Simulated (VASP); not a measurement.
# C in VASP: single point with PBEsol

Aim: the single point of C with PBEsol.

All numbers are computed with VASP 6.6.1; they aren't measurements. Logs are shortened: lines on timing, memory, paths and dates and some standing lists are left out, and cuts for length are marked.

### Step 1. The cell of the first run

The cell holds a slab with vacuum, 6 atoms: a = 4.205 Å, b = 4.205 Å, c = 21.600 Å, α = 90.00°, β = 90.00°, γ = 120.00°.

### Step 2. Single point, PBEsol

INCAR reads:

```
SYSTEM = C
ALGO     = Normal         ! electronic algorithm
DIPOL    = 0.5 0.5 0.659
EDIFF    = 1E-6           ! SCF threshold, eV
ENCUT    = 520            ! plane-wave cutoff, eV
GGA      = PS             ! functional
GGA_COMPAT= .FALSE.      
IDIPOL   = 3            
ISIF     = 2              ! what is computed and relaxed
ISMEAR   = 0              ! smearing method
LASPH    = .TRUE.         ! aspherical terms in the spheres
LCHARG   = .FALSE.        ! write CHGCAR
LDIPOL   = .TRUE.       
LREAL    = .FALSE.        ! projectors in reciprocal space
LWAVE    = .FALSE.        ! write WAVECAR
NBANDS   = 21             ! bands
NELM     = 120            ! most SCF steps
NELMDL   = -8           
PREC     = Accurate       ! precision mode
SIGMA    = 0.04           ! smearing width, eV
```

KPOINTS reads:

```
k-points
0
G
  9 9 1
  0 0 0
```

POSCAR reads:

```
C
1.0
    4.2045619335      0.0000000000      0.0000000000
   -2.1022809667      3.6412574462      0.0000000000
    0.0000000000      0.0000000000     21.6000000000
C
6
Direct
    0.6666670000      0.6666670000      0.6585129016
    0.3332659019      0.9998373857      0.6585128492
    1.0000972414      0.3332677728      0.6585128372
    0.3332657224      0.3332674965      0.6585128694
    1.0000975029      0.6666686269      0.6585128643
    0.6666668346      0.9998367555      0.6585128142
```

Potentials or basis: VASP PAW PBE potentials, release 64 (C).

Command:

```
cat potpaw_PBE.64/C/POTCAR > POTCAR
mpirun -np 1 vasp_std > vasp.out
```

OUTCAR:

```text
SYSTEM = C
   EDIFF = 1E-6
   ENCUT = 520
   GGA = PS
   ISIF = 2
   ISMEAR = 0
   LASPH = .TRUE.
   LREAL = .FALSE.
   NELM = 120
   NELMDL = -8
   PREC = Accurate

 ion  position               nearest neighbor table
   1  0.667  0.667  0.659-   6 1.40   4 1.40   5 1.40
   2  0.333  1.000  0.659-   5 1.40   6 1.40   4 1.40
   3  0.000  0.333  0.659-   4 1.40   5 1.40   6 1.40
   4  0.333  0.333  0.659-   3 1.40   1 1.40   2 1.40
   5  0.000  0.667  0.659-   2 1.40   3 1.40   1 1.40
   6  0.667  1.000  0.659-   1 1.40   2 1.40   3 1.40

  LATTYP: Found a hexagonal cell.
 ALAT       =     4.2045619335
 C/A-ratio  =     5.1372771627

  Lattice vectors:

 A1 = (   4.2045619335,   0.0000000000,   0.0000000000)
 A2 = (  -2.1022809667,   3.6412574462,   0.0000000000)
 A3 = (   0.0000000000,   0.0000000000,  21.6000000000)

Analysis of symmetry for initial positions (statically):
=====================================================================
 Subroutine PRICEL returns:
 Original cell was already a primitive cell.

 Routine SETGRP: Setting up the symmetry group for a
 hexagonal supercell.

 Subroutine GETGRP returns: Found 12 space group operations
 (whereof  1 operations were pure point group operations)
 out of a pool of 24 trial point group operations.

The static configuration has the point symmetry C_1 .
 The point group associated with its full space group is D_3h.

Analysis of symmetry for dynamics (positions and initial velocities):
=====================================================================
 Subroutine PRICEL returns:
 Original cell was already a primitive cell.

 Routine SETGRP: Setting up the symmetry group for a
 hexagonal supercell.

 Subroutine GETGRP returns: Found 12 space group operations
 (whereof  1 operations were pure point group operations)
 out of a pool of 24 trial point group operations.

The dynamic configuration has the point symmetry C_1 .
 The point group associated with its full space group is D_3h.

 Subroutine INISYM returns: Found 12 space group operations
 (whereof  1 operations are pure point group operations),
 and found     1 'primitive' translations

----------------------------------------------------------------------------------------

                                     Primitive cell

  volume of cell :     330.6937

  direct lattice vectors                    reciprocal lattice vectors
     4.204561933  0.000000000  0.000000000     0.237836906  0.137315202  0.000000000
    -2.102280967  3.641257446  0.000000000     0.000000000  0.274630403  0.000000000
     0.000000000  0.000000000 21.600000000     0.000000000  0.000000000  0.046296296

  length of vectors
     4.204561933  4.204561933 21.600000000     0.274630403  0.274630403  0.046296296

  position of ions in fractional coordinates (direct lattice)
     0.666667000  0.666667000  0.658512902
     0.333265902  0.999837386  0.658512849
     0.000097241  0.333267773  0.658512837
     0.333265722  0.333267496  0.658512869
     0.000097503  0.666668627  0.658512864
     0.666666835  0.999836755  0.658512814

  ion indices of the primitive-cell ions
   primitive index   ion index
                 1           1
                 2           2
                 3           3
                 4           4
                 5           5
                 6           6

----------------------------------------------------------------------------------------

 KPOINTS: k-points

Automatic generation of k-mesh.
 Grid dimensions read from file:
 generate k-points for:    9    9    1

 Generating k-lattice:

  Cartesian coordinates                     Fractional coordinates (reciprocal lattice)
     0.026426323  0.015257245  0.000000000     0.111111111 -0.000000000  0.000000000
     0.000000000  0.030514489  0.000000000     0.000000000  0.111111111  0.000000000
     0.000000000  0.000000000  0.046296296     0.000000000  0.000000000  1.000000000

  Length of vectors
     0.030514489  0.030514489  0.046296296

  Shift w.r.t. Gamma in fractional coordinates (k-lattice)
     0.000000000  0.000000000  0.000000000

 Subroutine IBZKPT returns following result:
 ===========================================

 Found     12 irreducible k-points:

 Following reciprocal coordinates:
            Coordinates               Weight
  0.000000  0.000000  0.000000      1.000000
  0.111111  0.000000  0.000000      6.000000
  0.222222  0.000000  0.000000      6.000000
  0.333333  0.000000  0.000000      6.000000
  0.444444  0.000000  0.000000      6.000000
  0.111111  0.111111  0.000000      6.000000
  0.222222  0.111111  0.000000     12.000000
  0.333333  0.111111  0.000000     12.000000
  0.444444  0.111111  0.000000      6.000000
  0.222222  0.222222  0.000000      6.000000
  0.333333  0.222222  0.000000     12.000000
  0.333333  0.333333  0.000000      2.000000
   k-points           NKPTS =     12   k-points in BZ     NKDIM =     12   number of bands    NBANDS=     21
   number of dos      NEDOS =    301   number of ions     NIONS =      6
   total plane-waves  NPLWV = 165888
   dimension x,y,z NGX =    32 NGY =   32 NGZ =  162
   dimension x,y,z NGXF=    64 NGYF=   64 NGZF=  324
   ions per type =               6
   NGX,Y,Z   is equivalent  to a cutoff of  12.65, 12.65, 12.47 a.u.
   NGXF,Y,Z  is equivalent  to a cutoff of  25.31, 25.31, 24.94 a.u.
 SYSTEM =  C
   PREC   = accura    normal or accurate (medium, high low for compatibility)
   ISTART =      0    job   : 0-new  1-cont  2-samecut
   ICHARG =      2    charge: 1-file 2-atom 10-const
   ISPIN  =      1    spin polarized calculation?
   LNONCOLLINEAR =      F non collinear calculations
   LSORBIT =      F    spin-orbit coupling
   LASPH  =      T    aspherical Exc in radial PAW
   ENCUT  =  520.0 eV  38.22 Ry    6.18 a.u.   7.82  7.82 40.16*2*pi/ulx,y,z
   NELM   =    120;   NELMIN=  2; NELMDL= -8     # of ELM steps
   EDIFF  = 0.1E-05   stopping-criterion for ELM
   LREAL  =      F    real-space projection
   EDIFFG = 0.1E-04   stopping-criterion for IOM
   NSW    =      0    number of steps for IOM
   IBRION =     -1    ionic relax: 0-MD 1-quasi-New 2-CG
   NFREE  =      0    steps in history (QN), initial steepest desc. (CG)
   ISIF   =      2    stress and relaxation
   ISYM   =      2    0-nonsym 1-usesym 2-fastsym
   POTIM  = 0.5000    time-step for ionic-motion
   TEBEG  =    0.0;   TEEND  =   0.0 temperature during run
   PSTRESS=    0.0 pullay stress
   NELECT =      24.0000    total number of electrons
   NUPDOWN=      -1.0000    fix difference up-down
   EMIN   =  10.00;   EMAX   =-10.00  energy-range for DOS
   EFERMI =   0.00;   METHOD = LEGACY
   ISMEAR =     0;   SIGMA  =   0.04  broadening in eV -4-tet -1-fermi 0-gaus
   EFERMI_NEDOS =   21; number of points for ismear=-14 and -15
   IALGO  =     38    algorithm
   IMIX   =      4    mixing-type and parameters
     AMIX     =   0.40;   BMIX     =  1.00
     AMIX_MAG =   1.60;   BMIX_MAG =  1.00
  volume/ion in A,a.u.               =      55.12       371.94
  Fermi-wavevector in a.u.,A,eV,Ry     =   0.682868  1.290433  6.344511  0.466308
  Thomas-Fermi vector in A             =   1.762066
   LORBIT       =      0    0 simple, 1 ext, 2 COOP (PROOUT), +10 PAW based schemes
   GGA     = PS    functional components
   LHFCALC =     F    Hartree Fock is set to
   AEXX    =    0.0000 exact exchange contribution
   IVDW    =     0    specifies the selected vdW correction
   LEPSILON=     F    determine dielectric tensor
   LRPA    =     F    only Hartree local field effects (RPA)
 non-spin polarized calculation
 Gauss-broadening in eV      SIGMA  =   0.04
  energy-cutoff  :      520.00
  volume of cell :      330.69
 maximum number of plane-waves:      8952
 NGX is ok and might be reduce to    32
   NGX = 15   NGY = 15   NGZ = 81

 dipolmoment           0.000000      0.000000      0.000006 electrons x Angstroem

 number of electron      24.0000000 magnetization

 dipolmoment           0.000000      0.000000     -0.000012 electrons x Angstroem

 Free energy of the ion-electron system (eV)
  ---------------------------------------------------
  ext. energy  EPLUGINS =         0.00000000
  ---------------------------------------------------
  free energy    TOTEN  =       -57.76255692 eV

  energy without entropy =      -57.76145748  energy(sigma->0) =      -57.76200720

 E-fermi :  -2.7750     XC(G=0):  -2.0205

 val. band max:       -2.7795942002   @ k =   0.0000   0.0000   0.0000
 cond. band min:      -2.7703362623   @ k =   0.0000   0.0000   0.0000
 fundamental gap:      0.0092579378
 Fermi energy:        -2.7749746298

 k-point     1 :       0.0000    0.0000    0.0000
  band No.  band energies     occupation
      1     -22.6396      2.00000
      2     -15.4497      2.00000
      3     -15.4496      2.00000
      4     -15.4429      2.00000
      5     -15.4429      2.00000
      6     -13.7290      2.00000
[... 13 lines left out ...]
     20       4.1088      0.00000
     21       4.6133      0.00000

 k-point     2 :       0.1111    0.0000    0.0000
  band No.  band energies     occupation
      1     -22.5395      2.00000
      2     -16.5928      2.00000
      3     -16.1150      2.00000
      4     -15.3732      2.00000
      5     -14.6153      2.00000
      6     -13.2067      2.00000
[... 13 lines left out ...]
     20       4.2464      0.00000
     21       4.7485      0.00000

 k-point     3 :       0.2222    0.0000    0.0000
  band No.  band energies     occupation
      1     -22.2401      2.00000
      2     -17.9064      2.00000
      3     -16.6182      2.00000
      4     -15.7865      2.00000
      5     -13.6275      2.00000
      6     -12.2536      2.00000
[... 13 lines left out ...]
     20       4.6586      0.00000
     21       5.1543      0.00000
[... 169 lines left out ...]
 k-point    11 :       0.3333    0.2222    0.0000
  band No.  band energies     occupation
      1     -20.7576      2.00000
      2     -19.8822      2.00000
      3     -19.0194      2.00000
      4     -13.9630      2.00000
      5     -12.4650      2.00000
      6     -10.9983      2.00000
[... 13 lines left out ...]
     20       4.9633      0.00000
     21       5.3015      0.00000

 k-point    12 :       0.3333    0.3333    0.0000
  band No.  band energies     occupation
      1     -19.9807      2.00000
      2     -19.9799      2.00000
      3     -19.9743      2.00000
      4     -12.5179      2.00000
      5     -12.5111      2.00000
      6     -12.5102      2.00000
[... 13 lines left out ...]
     20       5.0281      0.00000
     21       5.0336      0.00000

------------------------ aborting loop because EDIFF is reached ----------------------------------------

 vacuum level on the upper side and lower side of the slab       (xc-potential included)        -0.104        -0.104

  FORCE on cell =-STRESS in cart. coord.  units (eV):
  Direction    XX          YY          ZZ          XY          YZ          ZX
  --------------------------------------------------------------------------------------
  -------------------------------------------------------------------------------------
  Total        5.8428922      5.8428922     -0.0328626      0.0000000      0.0000000     -0.0000000
  in kB       28.3082202     28.3082202     -0.1592161      0.0000000      0.0000000     -0.0000000
  external PRESSURE =      18.8190748 kB  Pullay stress =       0.0000000 kB

 VOLUME and BASIS-vectors are now :
 -----------------------------------------------------------------------------
  energy-cutoff  :      520.00
  volume of cell :      330.69
      direct lattice vectors                 reciprocal lattice vectors
     4.204561933  0.000000000  0.000000000     0.237836906  0.137315202  0.000000000
    -2.102280967  3.641257446  0.000000000     0.000000000  0.274630403  0.000000000
     0.000000000  0.000000000 21.600000000     0.000000000  0.000000000  0.046296296

 POSITION                                       TOTAL-FORCE (eV/Angst)
 -----------------------------------------------------------------------------------
      1.40152      2.42751     14.22388         0.009951     -0.013476     -0.000000
     -0.70070      3.64067     14.22388         0.006695      0.015355     -0.000000
     -0.70021      1.21351     14.22388        -0.016646     -0.001880      0.000000
      0.70061      1.21351     14.22388         0.016646     -0.001880      0.000000
     -1.40111      2.42751     14.22388        -0.009951     -0.013476     -0.000000
      0.70110      3.64066     14.22388        -0.006695      0.015355     -0.000000
 -----------------------------------------------------------------------------------
    total drift:                               -0.000511      0.000592     -0.002702

  FREE ENERGIE OF THE ION-ELECTRON SYSTEM (eV)
  ---------------------------------------------------
  free  energy   TOTEN  =       -57.7625569208 eV

  energy  without entropy=      -57.7614574764  energy(sigma->0) =      -57.76200720

 vacuum level on the upper side and lower side of the slab         1.308         1.308
```

It took 3.3 min on 1 thread of Intel Xeon 8259CL, shared host; peak memory 0.42 GiB.

What came out:

| Item | Value |
| --- | --- |
| Free energy | -57.7626 eV |
| Largest force | 0.017 eV/Å |

Forces in eV/Å, atoms in the order of the input:
```
C    0.010 -0.013  0.000
C    0.007  0.015  0.000
C   -0.017 -0.002  0.000
C    0.017 -0.002  0.000
C   -0.010 -0.013  0.000
C   -0.007  0.015  0.000
```

Caveat: the PAW data sets were made with another functional, which shifts forces and pressure a little.
